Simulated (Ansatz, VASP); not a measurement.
# Two plane-wave programs on TaN

Contents of INCAR:

```
SYSTEM = TaN
PREC = Accurate ; ENCUT = 520
EDIFF = 1E-6 ; ISMEAR = -1
SIGMA = 0.05 ; LREAL = .False.
LASPH = .True. ; NELM = 60
ALGO = Normal ; ISIF = 2
LWAVE = .False. ; LCHARG = .True.
GGA = PE ; LELF = .True.
LVHAR = .True. ; NBANDS = 15
```

Contents of KPOINTS:

```
regular mesh
0
Gamma
  10 10 10
  0 0 0
```

File POSCAR:

```
TaN
1.0
    0.0000000000      2.1643766995      2.1643766995
    2.1643766995      0.0000000000      2.1643766995
    2.1643766995      2.1643766995      0.0000000000
Ta N
1 1
Direct
    0.5000000000      0.5000000000      0.5000000000
    0.0000000000      0.0000000000      0.0000000000
```

The input input.yaml:

```yaml
crystal:
  lattice:
    - [0.0, 2.1643766995, 2.1643766995]
    - [2.1643766995, 0.0, 2.1643766995]
    - [2.1643766995, 2.1643766995, 0.0]
  atoms:
    - { symbol: Ta, position: [0.5, 0.5, 0.5] }
    - { symbol: "N", position: [0.0, 0.0, 0.0] }
hamiltonian:
  xc: pbe
  pseudopotentials: { kind: paw, azcp: { folder: soft_1 } }
kpoints:
  mp_grid: { grid: [10, 10, 10] }
scf:
  occupations: { method: fermi_dirac, width: 0.05 }
output:
  forces: true
  stress: true
  eigenvalues: true
  write_density: true
  write_potential: true
  elf: true
  volumetric_format: npy
```

Alike in both runs: task single point; functional PBE; k mesh 10 × 10 × 10; occupations fermi-dirac, width 0.05 eV; no spin polarisation.

```csv
,VASP,Ansatz
version,VASP 6.6.1,Ansatz 0.2.0
potentials or method,"VASP PAW PBE potentials, release 64 (Ta_pv, N)",Ansatz PAW soft_1
plane-wave cutoff (eV),520,420
valence electrons in the cell,16,18
```

|  | VASP | Ansatz | Ansatz less VASP |
| --- | --- | --- | --- |
| gap on the k mesh at the Fermi level (eV) | none | none | - |
| pressure (GPa) | 23.8 | 22.5 | -1.33 |

A gap of «none» marks a metal or a gap that the smearing closes. The functional is the same, so the differences come from potentials, cutoffs and numerics. VASP's potentials hold 16 valence electrons a cell and Ansatz's 18, so a difference there can come from the potentials and not from the codes.

Spin-orbit coupling is off throughout.
